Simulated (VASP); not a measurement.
# PbF2 (Fm-3m) in VASP: further runs

The runs below take PbF2 through single point, with PBE.

Everything below comes from runs of VASP 6.6.1. Logs are shortened: lines on timing, memory, paths and dates and some standing lists are left out, and cuts for length are marked.

### Step 1. The cell of the first run

The structure is cubic, space group Fm-3m (No. 225). Conventional cell: a = 5.998 Å, b = 5.998 Å, c = 5.998 Å, α = 90.00°, β = 90.00°, γ = 90.00°. Pb (site symmetry m-3m) has 8 F at 2.60 Å within 3.4 Å. Within 3.4 Å of F (site symmetry -43m) lie 4 Pb at 2.60 Å and 6 F at 3.00 Å.

### Step 2. Single point, PBE, non-collinear spin, zero start, spin-orbit coupling

Input file INCAR:

```
  PREC = Accurate
  ENCUT = 520
  EDIFF = 1E-6
  ISMEAR = 0
  SIGMA = 0.05
  LREAL = False
  LASPH = True
  NELM = 150
  ALGO = Normal
  ISIF = 2
  LWAVE = False
  LCHARG = False
  LNONCOLLINEAR = True
  MAGMOM = 0 0 0 0 0 0 0 0 0
  LORBIT = 11
  LSORBIT = True
  GGA_COMPAT = False
  LORBMOM = True
  GGA = PE
  NBANDS = 41
```

Input file KPOINTS:

```
regular mesh
0
Gamma
  8 8 8
```

Input file POSCAR:

```
PbF2
1.0
    0.0000000000      2.9989697818      2.9989697818
    2.9989697818      0.0000000000      2.9989697818
    2.9989697818      2.9989697818      0.0000000000
Pb F
1 2
Direct
    0.0000000000      0.0000000000      0.0000000000
    0.2500000000      0.2500000000      0.2500000000
    0.7500000000      0.7500000000      0.7500000000
```

Potentials or basis: VASP PAW PBE potentials, release 64 (Pb_d, F).

Run with:

```
cat potpaw_PBE.64/Pb_d/POTCAR potpaw_PBE.64/F/POTCAR > POTCAR
mpirun -np 1 vasp_ncl > vasp.out
```

OUTCAR:

```text
PREC = Accurate
   ENCUT = 520
   EDIFF = 1E-6
   ISMEAR = 0
   LREAL = False
   LASPH = True
   NELM = 150
   ISIF = 2
   LNONCOLLINEAR = True
   LORBIT = 11
   LSORBIT = True
   GGA = PE

 ion  position               nearest neighbor table
   1  0.000  0.000  0.000-   2 2.60   3 2.60   3 2.60   3 2.60   3 2.60   2 2.60   2 2.60   2 2.60

   2  0.250  0.250  0.250-   1 2.60   1 2.60   1 2.60   1 2.60
   3  0.750  0.750  0.750-   1 2.60   1 2.60   1 2.60   1 2.60

  LATTYP: Found a face centered cubic cell.
 ALAT       =     5.9979395636

  Lattice vectors:

 A1 = (   0.0000000000,   2.9989697818,   2.9989697818)
 A2 = (   2.9989697818,   0.0000000000,   2.9989697818)
 A3 = (   2.9989697818,   2.9989697818,   0.0000000000)

Analysis of symmetry for initial positions (statically):
=====================================================================
 Subroutine PRICEL returns:
 Original cell was already a primitive cell.

 Routine SETGRP: Setting up the symmetry group for a
 face centered cubic supercell.

 Subroutine GETGRP returns: Found 48 space group operations
 (whereof 48 operations were pure point group operations)
 out of a pool of 48 trial point group operations.

The static configuration has the point symmetry O_h .

Analysis of symmetry for dynamics (positions and initial velocities):
=====================================================================
 Subroutine PRICEL returns:
 Original cell was already a primitive cell.

 Routine SETGRP: Setting up the symmetry group for a
 face centered cubic supercell.

 Subroutine GETGRP returns: Found 48 space group operations
 (whereof 48 operations were pure point group operations)
 out of a pool of 48 trial point group operations.

The dynamic configuration has the point symmetry O_h .

Analysis of structural, dynamic, and magnetic symmetry:
=====================================================================
 Subroutine PRICEL returns:
 Original cell was already a primitive cell.

 Routine SETGRP: Setting up the symmetry group for a
 face centered cubic supercell.

 Subroutine GETGRP returns: Found 48 space group operations
 (whereof 48 operations were pure point group operations)
 out of a pool of 48 trial point group operations.

The overall configuration has the point symmetry O_h .

 Subroutine INISYM returns: Found 48 space group operations
 (whereof 48 operations are pure point group operations),
 and found     1 'primitive' translations

----------------------------------------------------------------------------------------

                                     Primitive cell

  volume of cell :      53.9444

  direct lattice vectors                    reciprocal lattice vectors
     0.000000000  2.998969782  2.998969782    -0.166723921  0.166723921  0.166723921
     2.998969782  0.000000000  2.998969782     0.166723921 -0.166723921  0.166723921
     2.998969782  2.998969782  0.000000000     0.166723921  0.166723921 -0.166723921

  length of vectors
     4.241183739  4.241183739  4.241183739     0.288774301  0.288774301  0.288774301

  position of ions in fractional coordinates (direct lattice)
     0.000000000  0.000000000  0.000000000
     0.250000000  0.250000000  0.250000000
     0.750000000  0.750000000  0.750000000

  ion indices of the primitive-cell ions
   primitive index   ion index
                 1           1
                 2           2
                 3           3

----------------------------------------------------------------------------------------

 KPOINTS: regular mesh

Automatic generation of k-mesh.
 Grid dimensions read from file:
 generate k-points for:    8    8    8

 Generating k-lattice:

  Cartesian coordinates                     Fractional coordinates (reciprocal lattice)
    -0.020840490  0.020840490  0.020840490     0.125000000  0.000000000  0.000000000
[... 99 lines left out ...]

 number of electron      28.0000030 magnetization      -0.0000000     -0.0000000     -0.0000000

 number of electron      28.0000030 magnetization       0.0000000      0.0000000      0.0000000

 Free energy of the ion-electron system (eV)
  ---------------------------------------------------
  ext. energy  EPLUGINS =         0.00000000
  ---------------------------------------------------
  free energy    TOTEN  =       -14.62453923 eV

  energy without entropy =      -14.62453923  energy(sigma->0) =      -14.62453923

 E-fermi :   1.6868     XC(G=0):  -9.2311

 val. band max:        1.4432892450   @ k =  -0.2500   0.5000   0.2500
 cond. band min:       5.5798545033   @ k =   0.5000   0.5000   0.0000
 fundamental gap:      4.1365652582
 Fermi energy:         1.6868312629

 k-point     1 :       0.0000    0.0000    0.0000
  band No.  band energies     occupation
      1     -19.3886      1.00000
      2     -19.3886      1.00000
      3     -18.8311      1.00000
      4     -18.8311      1.00000
      5     -14.4497      1.00000
      6     -14.4497      1.00000
[... 1021 lines left out ...]
     39      17.2503      0.00000
     40      17.2503      0.00000

 [... further k-points ...]

 [bands above 40 left out]

------------------------ aborting loop because EDIFF is reached ----------------------------------------

  FORCE on cell =-STRESS in cart. coord.  units (eV):
  Direction    XX          YY          ZZ          XY          YZ          ZX
  --------------------------------------------------------------------------------------
  -------------------------------------------------------------------------------------
  Total       -0.0642169     -0.0642169     -0.0642169     -0.0000000     -0.0000000      0.0000000
  in kB       -1.9072769     -1.9072769     -1.9072769     -0.0000000     -0.0000000      0.0000000
  external PRESSURE =      -1.9072769 kB  Pullay stress =       0.0000000 kB

 VOLUME and BASIS-vectors are now :
 -----------------------------------------------------------------------------
  energy-cutoff  :      520.00
  volume of cell :       53.94
      direct lattice vectors                 reciprocal lattice vectors
     0.000000000  2.998969782  2.998969782    -0.166723921  0.166723921  0.166723921
     2.998969782  0.000000000  2.998969782     0.166723921 -0.166723921  0.166723921
     2.998969782  2.998969782  0.000000000     0.166723921  0.166723921 -0.166723921

 POSITION                                       TOTAL-FORCE (eV/Angst)
 -----------------------------------------------------------------------------------
      0.00000      0.00000      0.00000        -0.000000     -0.000000     -0.000000
      1.49948      1.49948      1.49948        -0.000000     -0.000000     -0.000000
      4.49845      4.49845      4.49845         0.000000      0.000000      0.000000
 -----------------------------------------------------------------------------------
    total drift:                               -0.000000     -0.000000     -0.000000

  FREE ENERGIE OF THE ION-ELECTRON SYSTEM (eV)
  ---------------------------------------------------
  free  energy   TOTEN  =       -14.6245392330 eV

  energy  without entropy=      -14.6245392330  energy(sigma->0) =      -14.62453923

 orbital moment (x)

 # of ion     p       d       tot
 ----------------------------------------
  1         0.000   0.000   0.000
  2         0.000   0.000   0.000
  3        -0.000   0.000  -0.000
 ----------------------------------------
            0.000   0.000   0.000

 orbital moment (y)

 # of ion     p       d       tot
 ----------------------------------------
  1         0.000   0.000   0.000
  2         0.000   0.000   0.000
  3        -0.000   0.000  -0.000
 ----------------------------------------
            0.000   0.000   0.000

 orbital moment (z)

 # of ion     p       d       tot
 ----------------------------------------
  1         0.000   0.000   0.000
  2         0.000   0.000   0.000
  3         0.000   0.000   0.000
 ----------------------------------------
            0.000   0.000   0.000

 Spin-Orbit-Coupling matrix elements

 Ion:    1  E_soc:     -0.5575921
 l=   1
     0.0000000    -0.0276637    -0.0276637
    -0.0276637     0.0000000    -0.0276637
    -0.0276637    -0.0276637     0.0000000
 l=   2
     0.0000000    -0.0129350     0.0000000    -0.0129350    -0.0523333
    -0.0129350     0.0000000    -0.0392500    -0.0129350    -0.0130833
     0.0000000    -0.0392500     0.0000000    -0.0392500     0.0000000
    -0.0129350    -0.0129350    -0.0392500     0.0000000    -0.0130833
    -0.0523333    -0.0130833     0.0000000    -0.0130833     0.0000000
 l=   3
     0.0000000     0.0000000     0.0000000     0.0000000     0.0000000     0.0000000     0.0000000
     0.0000000     0.0000000     0.0000000     0.0000000     0.0000000     0.0000000     0.0000000
     0.0000000     0.0000000     0.0000000     0.0000000     0.0000000     0.0000000     0.0000000
     0.0000000     0.0000000     0.0000000     0.0000000     0.0000000     0.0000000     0.0000000
[... 29 lines left out ...]
 l=   2
     0.0000000     0.0000000     0.0000000     0.0000000     0.0000000
     0.0000000     0.0000000     0.0000000     0.0000000     0.0000000
     0.0000000     0.0000000     0.0000000     0.0000000     0.0000000
     0.0000000     0.0000000     0.0000000     0.0000000     0.0000000
     0.0000000     0.0000000     0.0000000     0.0000000     0.0000000
 l=   3
     0.0000000     0.0000000     0.0000000     0.0000000     0.0000000     0.0000000     0.0000000
     0.0000000     0.0000000     0.0000000     0.0000000     0.0000000     0.0000000     0.0000000
     0.0000000     0.0000000     0.0000000     0.0000000     0.0000000     0.0000000     0.0000000
     0.0000000     0.0000000     0.0000000     0.0000000     0.0000000     0.0000000     0.0000000
     0.0000000     0.0000000     0.0000000     0.0000000     0.0000000     0.0000000     0.0000000
     0.0000000     0.0000000     0.0000000     0.0000000     0.0000000     0.0000000     0.0000000
     0.0000000     0.0000000     0.0000000     0.0000000     0.0000000     0.0000000     0.0000000

 total charge

# of ion       s       p       d       tot
------------------------------------------
    1        1.549   0.282   9.865  11.695
    2        1.742   4.317   0.000   6.058
    3        1.742   4.317   0.000   6.058
--------------------------------------------------
tot          5.032   8.915   9.865  23.812

 magnetization (x)

# of ion       s       p       d       tot
------------------------------------------
    1        0.000   0.000   0.000   0.000
    2        0.000   0.000   0.000   0.000
    3        0.000   0.000   0.000   0.000
--------------------------------------------------
tot          0.000   0.000   0.000   0.000

 magnetization (y)

# of ion       s       p       d       tot
------------------------------------------
    1        0.000  -0.000   0.000  -0.000
    2        0.000   0.000   0.000   0.000
    3        0.000   0.000   0.000   0.000
--------------------------------------------------
tot          0.000  -0.000   0.000  -0.000

 magnetization (z)

# of ion       s       p       d       tot
------------------------------------------
    1        0.000  -0.000   0.000  -0.000
    2        0.000   0.000   0.000   0.000
    3        0.000   0.000   0.000   0.000
--------------------------------------------------
tot          0.000  -0.000   0.000   0.000
```

Wall time 3.1 min (1 thread of Oxide Virtual Turin-like, shared host); peak memory 0.31 GiB.

Results:

```yaml
Free_energy: -14.6245 eV
Pressure: -0.2 GPa
Net_moment: 0.00 μB per cell
Valence_electrons_inside_the_program's_atomic_spheres: Pb 11.70; F 6.06
```

Moments on the atoms (μB; x, y, z):
```
Pb  0.00 0.00 0.00
F   0.00 0.00 0.00
F   0.00 0.00 0.00
```

(Part 1 of 3 ends here.)
